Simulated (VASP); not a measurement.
The system is Be7B.

```
CELL_PARAMETERS angstrom
4.23423 0.00000 0.00000
0.00000 4.23423 0.00000
0.00000 0.00000 4.23423
ATOMIC_POSITIONS crystal
Be 0.25262 0.25262 0.25262
Be 0.00000 0.50000 0.50000
Be 0.50000 0.50000 0.00000
Be 0.50000 0.00000 0.50000
Be 0.74738 0.25262 0.74738
Be 0.74738 0.74738 0.25262
Be 0.25262 0.74738 0.74738
B 0.00000 0.00000 0.00000
```

The cell was built from a structure type or drawn by symmetry, and may not be a known phase.

```yaml
Program: VASP 6.6.1
Task: relaxation of cell and atoms
Functional: PBE
Potentials_or_basis: VASP PAW PBE potentials, release 64 (Be, B)
Cutoff: 600 eV
k_mesh: 4 × 4 × 4
Occupations: gaussian, width 0.1 eV
Spin: no spin polarisation
```

At the start: pressure 34.5 GPa; volume 9.49 Å³/atom.

**Question.** Where does the relaxation end?

**Answer.** Over 9 steps the energy falls by 539.0 meV/atom and the volume is 14.10 Å³/atom (+48.6 %); space group P-43m (No. 215, to 0.1 Å) before and after.

The path:
| step | energy change (eV) | largest force (eV/Å) | pressure (GPa) | volume (Å³) |
| --- | --- | --- | --- | --- |
| 1 | 0.0000 | 1.4311 | 34.50 | 75.91 |
| 2 | -3.0360 | 1.4481 | 4.62 | 100.65 |
| 3 | -3.2427 | 1.3155 | -4.37 | 119.57 |
| 4 | -3.2947 | 1.3555 | -2.07 | 113.21 |
| 5 | -3.7044 | 1.2591 | -2.01 | 113.09 |
| 6 | -4.2637 | 0.5823 | 0.47 | 112.75 |
| 7 | -4.2903 | 0.3435 | -0.91 | 112.86 |
| 8 | -4.3118 | 0.0401 | -0.48 | 112.82 |
| 9 | -4.3120 | 0.0246 | -0.38 | 112.81 |

Final structure:
```
CELL_PARAMETERS angstrom
4.83189 0.00000 0.00000
0.00000 4.83189 0.00000
0.00000 0.00000 4.83189
ATOMIC_POSITIONS crystal
Be 0.20707 0.20707 0.20707
Be 0.00000 0.50000 0.50000
Be 0.50000 0.50000 0.00000
Be 0.50000 0.00000 0.50000
Be 0.79293 0.20707 0.79293
Be 0.79293 0.79293 0.20707
Be 0.20707 0.79293 0.79293
B 0.00000 0.00000 0.00000
```

Caveat: the k points lie up to 0.33 Å⁻¹ apart in the final cell, too coarse for converged energies and pressures of a metal; the volume moved by over 15 % at a fixed basis, so the end points are rough.
